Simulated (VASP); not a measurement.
# BN (F-43m) in VASP: single point with r2SCAN

Aim: the single point of BN with r2SCAN.

Everything below comes from runs of VASP 6.6.1. Logs are shortened: lines on timing, memory, paths and dates and some standing lists are left out, and cuts for length are marked.

## (1) The cell of the first run

The structure is cubic, space group F-43m (No. 216). Conventional cell: a = 3.605 Å, b = 3.605 Å, c = 3.605 Å, α = 90.00°, β = 90.00°, γ = 90.00°. Within 2.1 Å of B (site symmetry -43m) lie 4 N at 1.56 Å. N (site symmetry -43m) has 4 B at 1.56 Å within 2.1 Å.

## (2) Single point, r2SCAN

POSCAR reads:

```
BN
1.0
    0.0000000000      1.8025552940      1.8025552940
    1.8025552940      0.0000000000      1.8025552940
    1.8025552940      1.8025552940      0.0000000000
B N
1 1
Direct
    0.0000000000      0.0000000000      0.0000000000
    0.2500000000      0.2500000000      0.2500000000
```

INCAR.step1 reads:

```
PREC = Accurate
ENCUT = 660
ISMEAR = 0
SIGMA = 0.02
LREAL = F
LASPH = T
NELM = 120
NBANDS = 11
GGA = PE
ALGO = Normal
EDIFF = 1E-5
LWAVE = T
LCHARG = F
GGA_COMPAT = F
```

INCAR.step2 reads:

```
PREC = Accurate
ENCUT = 660
EDIFF = 1E-6
ISMEAR = 0
SIGMA = 0.02
LREAL = F
LASPH = T
NELM = 120
ALGO = Normal
ISIF = 2
LWAVE = F
LCHARG = T
METAGGA = R2SCAN
LMIXTAU = T
LELF = T
LVHAR = T
NBANDS = 11
ISTART = 1
GGA_COMPAT = F
```

KPOINTS reads:

```
regular mesh
0
Gamma
  12 12 12
```

Potentials or basis: VASP PAW PBE potentials, release 64 (B, N).

Started as:

```bash
$ cat potpaw_PBE.64/B/POTCAR potpaw_PBE.64/N/POTCAR > POTCAR
$ cp INCAR.step1 INCAR
$ mpirun -np 1 vasp_std > vasp.out
$ cp INCAR.step2 INCAR
$ mpirun -np 1 vasp_std > vasp.out
```

OUTCAR:

```text
PREC = Accurate
   ENCUT = 660
   EDIFF = 1E-6
   ISMEAR = 0
   LREAL = F
   LASPH = T
   NELM = 120
   ISIF = 2
   METAGGA = R2SCAN
   ISTART = 1

 ion  position               nearest neighbor table
   1  0.000  0.000  0.000-   2 1.56   2 1.56   2 1.56   2 1.56
   2  0.250  0.250  0.250-   1 1.56   1 1.56   1 1.56   1 1.56

  LATTYP: Found a face centered cubic cell.
 ALAT       =     3.6051105880

  Lattice vectors:

 A1 = (   0.0000000000,   1.8025552940,   1.8025552940)
 A2 = (   1.8025552940,   0.0000000000,   1.8025552940)
 A3 = (   1.8025552940,   1.8025552940,   0.0000000000)

Analysis of symmetry for initial positions (statically):
=====================================================================
 Subroutine PRICEL returns:
 Original cell was already a primitive cell.

 Routine SETGRP: Setting up the symmetry group for a
 face centered cubic supercell.

 Subroutine GETGRP returns: Found 24 space group operations
 (whereof 24 operations were pure point group operations)
 out of a pool of 48 trial point group operations.

The static configuration has the point symmetry T_d .

Analysis of symmetry for dynamics (positions and initial velocities):
=====================================================================
 Subroutine PRICEL returns:
 Original cell was already a primitive cell.

 Routine SETGRP: Setting up the symmetry group for a
 face centered cubic supercell.

 Subroutine GETGRP returns: Found 24 space group operations
 (whereof 24 operations were pure point group operations)
 out of a pool of 48 trial point group operations.

The dynamic configuration has the point symmetry T_d .

 Subroutine INISYM returns: Found 24 space group operations
 (whereof 24 operations are pure point group operations),
 and found     1 'primitive' translations

----------------------------------------------------------------------------------------

                                     Primitive cell

  volume of cell :      11.7137

  direct lattice vectors                    reciprocal lattice vectors
     0.000000000  1.802555294  1.802555294    -0.277384001  0.277384001  0.277384001
     1.802555294  0.000000000  1.802555294     0.277384001 -0.277384001  0.277384001
     1.802555294  1.802555294  0.000000000     0.277384001  0.277384001 -0.277384001

  length of vectors
     2.549198144  2.549198144  2.549198144     0.480443183  0.480443183  0.480443183

  position of ions in fractional coordinates (direct lattice)
     0.000000000  0.000000000  0.000000000
     0.250000000  0.250000000  0.250000000

  ion indices of the primitive-cell ions
   primitive index   ion index
                 1           1
                 2           2

----------------------------------------------------------------------------------------

 KPOINTS: regular mesh

Automatic generation of k-mesh.
 Grid dimensions read from file:
 generate k-points for:   12   12   12

 Generating k-lattice:

  Cartesian coordinates                     Fractional coordinates (reciprocal lattice)
    -0.023115333  0.023115333  0.023115333     0.083333333  0.000000000  0.000000000
     0.023115333 -0.023115333  0.023115333     0.000000000  0.083333333  0.000000000
     0.023115333  0.023115333 -0.023115333     0.000000000  0.000000000  0.083333333

  Length of vectors
     0.040036932  0.040036932  0.040036932

  Shift w.r.t. Gamma in fractional coordinates (k-lattice)
     0.000000000  0.000000000  0.000000000

 Subroutine IBZKPT returns following result:
 ===========================================

 Found     72 irreducible k-points:

 Following reciprocal coordinates:
            Coordinates               Weight
  0.000000  0.000000  0.000000      1.000000
  0.083333  0.000000  0.000000      8.000000
  0.166667  0.000000  0.000000      8.000000
  0.250000  0.000000  0.000000      8.000000
  0.333333  0.000000  0.000000      8.000000
  0.416667  0.000000  0.000000      8.000000
[... 16 lines left out ...]
  0.500000  0.166667  0.000000     24.000000
 -0.416667  0.166667  0.000000     24.000000
 [... further k-points ...]
   k-points           NKPTS =     72   k-points in BZ     NKDIM =     72   number of bands    NBANDS=     11
   number of dos      NEDOS =    301   number of ions     NIONS =      2
   total plane-waves  NPLWV =  13824
   dimension x,y,z NGX =    24 NGY =   24 NGZ =   24
   dimension x,y,z NGXF=    48 NGYF=   48 NGZF=   48
   ions per type =               1   1
   NGX,Y,Z   is equivalent  to a cutoff of  15.65, 15.65, 15.65 a.u.
   NGXF,Y,Z  is equivalent  to a cutoff of  31.30, 31.30, 31.30 a.u.
 SYSTEM =  unknown system
   PREC   = accura    normal or accurate (medium, high low for compatibility)
   ISTART =      1    job   : 0-new  1-cont  2-samecut
   ICHARG =      0    charge: 1-file 2-atom 10-const
   ISPIN  =      1    spin polarized calculation?
   LNONCOLLINEAR =      F non collinear calculations
   LSORBIT =      F    spin-orbit coupling
   LASPH  =      T    aspherical Exc in radial PAW
   ENCUT  =  660.0 eV  48.51 Ry    6.96 a.u.   5.34  5.34  5.34*2*pi/ulx,y,z
   NELM   =    120;   NELMIN=  2; NELMDL=  0     # of ELM steps
   EDIFF  = 0.1E-05   stopping-criterion for ELM
   LREAL  =      F    real-space projection
   EDIFFG = 0.1E-04   stopping-criterion for IOM
   NSW    =      0    number of steps for IOM
   IBRION =     -1    ionic relax: 0-MD 1-quasi-New 2-CG
   NFREE  =      0    steps in history (QN), initial steepest desc. (CG)
   ISIF   =      2    stress and relaxation
   ISYM   =      2    0-nonsym 1-usesym 2-fastsym
   POTIM  = 0.5000    time-step for ionic-motion
   TEBEG  =    0.0;   TEEND  =   0.0 temperature during run
   PSTRESS=    0.0 pullay stress
   NELECT =       8.0000    total number of electrons
   NUPDOWN=      -1.0000    fix difference up-down
   EMIN   =  10.00;   EMAX   =-10.00  energy-range for DOS
   EFERMI =   0.00;   METHOD = LEGACY
   ISMEAR =     0;   SIGMA  =   0.02  broadening in eV -4-tet -1-fermi 0-gaus
   EFERMI_NEDOS =   21; number of points for ismear=-14 and -15
   IALGO  =     38    algorithm
   IMIX   =      4    mixing-type and parameters
     AMIX     =   0.40;   BMIX     =  1.00
     AMIX_MAG =   1.60;   BMIX_MAG =  1.00
  volume/ion in A,a.u.               =       5.86        39.52
  Fermi-wavevector in a.u.,A,eV,Ry     =   1.441693  2.724405 28.279434  2.078480
  Thomas-Fermi vector in A             =   2.560297
   LORBIT       =      0    0 simple, 1 ext, 2 COOP (PROOUT), +10 PAW based schemes
   METAGGA = R2SCAN    functional components
   LHFCALC =     F    Hartree Fock is set to
   AEXX    =    0.0000 exact exchange contribution
   IVDW    =     0    specifies the selected vdW correction
   LEPSILON=     F    determine dielectric tensor
   LRPA    =     F    only Hartree local field effects (RPA)
 non-spin polarized calculation
 Gauss-broadening in eV      SIGMA  =   0.02
  energy-cutoff  :      660.00
  volume of cell :       11.71
 maximum number of plane-waves:       464
 NGX is ok and might be reduce to    24
   NGX = 11   NGY = 11   NGZ = 11

 number of electron       8.0000000 magnetization

 Free energy of the ion-electron system (eV)
  ---------------------------------------------------
  ext. energy  EPLUGINS =         0.00000000
  ---------------------------------------------------
  free energy    TOTEN  =       -19.17415313 eV

  energy without entropy =      -19.17415313  energy(sigma->0) =      -19.17415313

 E-fermi :   7.5937     XC(G=0): -13.6896

 val. band max:        7.3429812738   @ k =   0.0000   0.0000   0.0000
 cond. band min:      12.3297451549   @ k =   0.5000   0.5000   0.0000
 fundamental gap:      4.9867638811
 Fermi energy:         7.5937135326

 k-point     1 :       0.0000    0.0000    0.0000
  band No.  band energies     occupation
      1     -14.0435      2.00000
      2       7.3430      2.00000
      3       7.3430      2.00000
      4       7.3430      2.00000
      5      16.9096      0.00000
      6      16.9096      0.00000
      7      16.9096      0.00000
      8      18.5484      0.00000
      9      33.6392      0.00000
     10      36.1863      0.00000
     11      36.1863      0.00000

 k-point     2 :       0.0833    0.0000    0.0000
  band No.  band energies     occupation
      1     -13.8675      2.00000
      2       6.3853      2.00000
      3       7.1551      2.00000
      4       7.1551      2.00000
      5      17.1440      0.00000
      6      17.1999      0.00000
      7      17.1999      0.00000
      8      19.1325      0.00000
      9      33.4217      0.00000
     10      34.0597      0.00000
     11      34.0597      0.00000

 k-point     3 :       0.1667    0.0000    0.0000
  band No.  band energies     occupation
      1     -13.3463      2.00000
      2       4.1790      2.00000
      3       6.6965      2.00000
      4       6.6965      2.00000
      5      17.4744      0.00000
      6      17.8740      0.00000
      7      17.8740      0.00000
      8      20.5485      0.00000
      9      32.4472      0.00000
     10      32.4472      0.00000
     11      32.8279      0.00000

 k-point     4 :       0.2500    0.0000    0.0000
  band No.  band energies     occupation
      1     -12.5061      2.00000
      2       1.5904      2.00000
      3       6.1652      2.00000
      4       6.1652      2.00000
      5      17.7699      0.00000
      6      18.5112      0.00000
      7      18.5112      0.00000
      8      21.9952      0.00000
      9      32.0558      0.00000
     10      32.0558      0.00000
     11      32.2484      0.00000
[... 239 lines left out ...]
 k-point    22 :       0.4167    0.1667    0.0000
  band No.  band energies     occupation
      1     -10.4917      2.00000
      2      -1.2286      2.00000
      3       4.0517      2.00000
      4       4.2498      2.00000
      5      16.5600      0.00000
      6      20.6911      0.00000
      7      21.2140      0.00000
      8      22.1315      0.00000
      9      29.1130      0.00000
     10      35.2134      0.00000
     11      37.2504      0.00000

 k-point    23 :       0.5000    0.1667    0.0000
  band No.  band energies     occupation
      1      -9.5126      2.00000
      2      -2.8274      2.00000
      3       3.4368      2.00000
      4       4.3257      2.00000
      5      16.9190      0.00000
      6      20.6140      0.00000
      7      20.9376      0.00000
      8      23.5756      0.00000
      9      29.5168      0.00000
     10      35.4472      0.00000
     11      36.4762      0.00000

 k-point    24 :      -0.4167    0.1667    0.0000
  band No.  band energies     occupation
      1      -9.3290      2.00000
      2      -3.0978      2.00000
      3       3.0158      2.00000
      4       4.6563      2.00000
      5      17.3909      0.00000
      6      20.4642      0.00000
      7      20.5135      0.00000
      8      24.2715      0.00000
      9      29.8089      0.00000
     10      34.0205      0.00000
     11      35.7547      0.00000

 [... further k-points ...]

------------------------ aborting loop because EDIFF is reached ----------------------------------------

  FORCE on cell =-STRESS in cart. coord.  units (eV):
  Direction    XX          YY          ZZ          XY          YZ          ZX
  --------------------------------------------------------------------------------------
  -------------------------------------------------------------------------------------
  Total        0.1985647      0.1985647      0.1985647     -0.0000000     -0.0000000      0.0000000
  in kB       27.1591899     27.1591899     27.1591899     -0.0000000     -0.0000000      0.0000000
  external PRESSURE =      27.1591899 kB  Pullay stress =       0.0000000 kB

 VOLUME and BASIS-vectors are now :
 -----------------------------------------------------------------------------
  energy-cutoff  :      660.00
  volume of cell :       11.71
      direct lattice vectors                 reciprocal lattice vectors
     0.000000000  1.802555294  1.802555294    -0.277384001  0.277384001  0.277384001
     1.802555294  0.000000000  1.802555294     0.277384001 -0.277384001  0.277384001
     1.802555294  1.802555294  0.000000000     0.277384001  0.277384001 -0.277384001

 POSITION                                       TOTAL-FORCE (eV/Angst)
 -----------------------------------------------------------------------------------
      0.00000      0.00000      0.00000         0.000000      0.000000      0.000000
      0.90128      0.90128      0.90128        -0.000000     -0.000000     -0.000000
 -----------------------------------------------------------------------------------
    total drift:                                0.000000      0.000000      0.000000

  FREE ENERGIE OF THE ION-ELECTRON SYSTEM (eV)
  ---------------------------------------------------
  free  energy   TOTEN  =       -19.1741531287 eV

  energy  without entropy=      -19.1741531287  energy(sigma->0) =      -19.17415313
```

It took 99 s on 1 thread of AMD EPYC 7R13, shared host; peak memory 0.11 GiB.

What came out:

```yaml
Free_energy: -19.1742 eV
Pressure: 2.7 GPa
Band_gap_on_the_k_mesh: 4.99 eV (least direct gap 9.57 eV)
```

Caveat: the PAW data sets were made with another functional, which shifts forces and pressure a little.
